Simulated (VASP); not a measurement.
**In3GaSb2N2: single point with PBE**

In3GaSb2N2:

```
In Ga Sb N
1.0
    -3.31960   -0.00597    0.00874
    -1.65389   -2.88375    0.00313
     0.04645   -0.00968   18.05641
In Ga Sb N
3 1 2 2
Direct
  0.41549 0.19972 0.47881
  0.41690 0.19757 0.81888
  0.41688 0.19769 0.13342
  0.08369 0.86384 0.97621
  0.41651 0.19829 0.30787
  0.41649 0.19853 0.65807
  0.08385 0.86349 0.86792
  0.41687 0.19754 0.00884
```

| Item | Value |
| --- | --- |
| Program | VASP 6.6.1 |
| Task | single point |
| Functional | PBE |
| Potentials or basis | VASP PAW PBE potentials, release 64 (In_d, Ga_d, Sb, N) |
| Cutoff | 520 eV |
| k mesh | 8 × 8 × 2 |
| Occupations | gaussian, width 0.2 eV |
| Spin | no spin polarisation |

```json
{
 "Pressure": "0.1 GPa",
 "Largest force": "0.053 eV/Å",
 "Band gap on the k mesh": "zero (band 36 reaches 9.40 eV, above the bottom of band 37 at 5.60 eV)"
}
```

Forces on the atoms (eV/Å):
```
In   0.000  0.000 -0.033
In   0.000  0.000  0.053
In   0.000  0.000 -0.048
Ga   0.000  0.000  0.018
Sb   0.000  0.000  0.043
Sb   0.000  0.001  0.018
N    0.000 -0.001 -0.031
N    0.000  0.000 -0.020
```

Stress tensor (GPa, compression positive):
```
-0.18  0.01  0.00
 0.01 -0.30  0.00
 0.00  0.00  0.69
```

Levels at points of the mesh, in eV from the Fermi level:
| k point | band 32 | band 33 | band 34 | band 35 | band 36 | band 37 | band 38 | band 39 | band 40 | band 41 |
| --- | --- | --- | --- | --- | --- | --- | --- | --- | --- | --- |
| (0.00, 0.00, 0.00) | -0.69 | -0.49 | -0.48 | 0.09 | 2.43 | 2.90 | 4.77 | 5.03 | 5.06 | 5.10 |
| (0.50, 0.00, 0.00) | -2.67 | -1.88 | -1.56 | -1.54 | -1.06 | -0.57 | 1.04 | 2.18 | 2.26 | 2.74 |
| (0.00, 0.50, 0.00) | -2.66 | -1.89 | -1.55 | -1.55 | -1.06 | -0.58 | 1.03 | 2.22 | 2.29 | 2.74 |
| (0.50, 0.50, 0.00) | -2.68 | -1.88 | -1.57 | -1.54 | -1.05 | -0.57 | 1.04 | 2.18 | 2.25 | 2.74 |
| (0.00, 0.00, 0.50) | -1.29 | -0.49 | -0.48 | 1.09 | 1.60 | 3.13 | 5.03 | 5.06 | 5.10 | 5.13 |
| (0.50, 0.00, 0.50) | -2.67 | -1.70 | -1.60 | -1.56 | -1.11 | -0.74 | 1.28 | 2.19 | 2.25 | 2.65 |
| (0.00, 0.50, 0.50) | -2.66 | -1.71 | -1.60 | -1.55 | -1.11 | -0.75 | 1.27 | 2.22 | 2.29 | 2.65 |
| (0.50, 0.50, 0.50) | -2.68 | -1.70 | -1.60 | -1.57 | -1.11 | -0.74 | 1.28 | 2.18 | 2.25 | 2.65 |

It took 8.8 min on 1 thread of Intel(R) Xeon(R) 6975P-C (Granite Rapids), on a shared host, peak memory 0.67 GiB.

Caveat: spin-orbit coupling is left out, which moves the levels of the heavy elements.
